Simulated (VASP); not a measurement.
# CdSe (Cadmoselite): relaxation of cell and atoms with PBEsol

Crystal: CdSe (Cadmoselite).

```
Cd Se
1.0
     4.30000    0.00000    0.00000
    -2.15000    3.72391    0.00000
     0.00000    0.00000    7.02000
Cd Se
2 2
Direct
  0.66667 0.33333 0.50000
  0.33333 0.66667 0.00000
  0.66667 0.33333 0.88500
  0.33333 0.66667 0.38500
```

| Property | Result |
| --- | --- |
| Program | VASP 6.6.1 |
| Task | relaxation of cell and atoms |
| Functional | PBEsol |
| Potentials or basis | VASP PAW PBE potentials, release 64 (Cd, Se) |
| Cutoff | 600 eV |
| k mesh | 7 × 7 × 4 |
| Occupations | fermi-dirac, width 0.05 eV |
| Spin | no spin polarisation |
| Dipole correction | no |
| Further INCAR settings | ALGO = Normal; EDIFF = 1e-06; IBRION = 2; EDIFFG = -0.01; NSW = 60; ISIF = 3 |

```
Relaxed volume                         : 28.29 Å³/atom
Relaxed cell                           : a = 4.310 Å, b = 4.310 Å, c = 7.034 Å, α = 90.00°, β = 90.00°, γ = 120.00°
Space group after relaxing (to 0.05 Å) : P6_3mc (No. 186)
Energy gained by relaxing              : 5.0 meV/atom
Ionic steps                            : 10
Pressure after relaxing                : 0.0 GPa
Band gap on the k mesh                 : 0.53 eV, direct
```

The path:
```csv
step,energy change (eV),largest force (eV/Å),pressure (GPa),volume (Å³)
1,0.0000,0.2745,0.45,112.41
2,-0.0160,0.0634,-0.25,113.69
3,-0.0160,0.0678,-0.24,113.67
4,-0.0173,0.0374,0.04,113.07
5,-0.0174,0.0228,0.17,112.79
6,-0.0186,0.0177,0.15,112.85
7,-0.0198,0.0038,0.08,113.00
8,-0.0198,0.0045,0.08,113.00
9,-0.0198,0.0031,-0.06,113.31
10,-0.0198,0.0005,0.01,113.16
```

Final structure:
```
Cd Se
1.0
     4.30999    0.00000    0.00000
    -2.15499    3.73256    0.00000
     0.00000    0.00000    7.03429
Cd Se
2 2
Cartesian
  2.1550 1.2442 3.5498
  0.0000 2.4884 0.0327
  2.1550 1.2442 6.1926
  0.0000 2.4884 2.6755
```

Levels at points of the mesh, in eV from the valence-band top:
| k point | band 16 | band 17 | band 18 | band 19 | band 20 | band 21 |
| --- | --- | --- | --- | --- | --- | --- |
| (0.00, 0.00, 0.00) | -0.05 | 0.00 | 0.00 | 0.53 | 2.09 | 5.78 |
| (0.00, 0.00, 0.50) | -0.40 | -0.40 | -0.40 | 2.27 | 2.27 | 5.74 |

Wall time 4.7 min on 1 thread of Intel(R) Xeon(R) Platinum 8559C (Emerald Rapids), with other jobs on the host, peak memory 0.3 GiB.

Caveat: the PAW data sets were made with another functional, which shifts forces and pressure a little. Zero-point motion and thermal expansion aren't in these numbers.
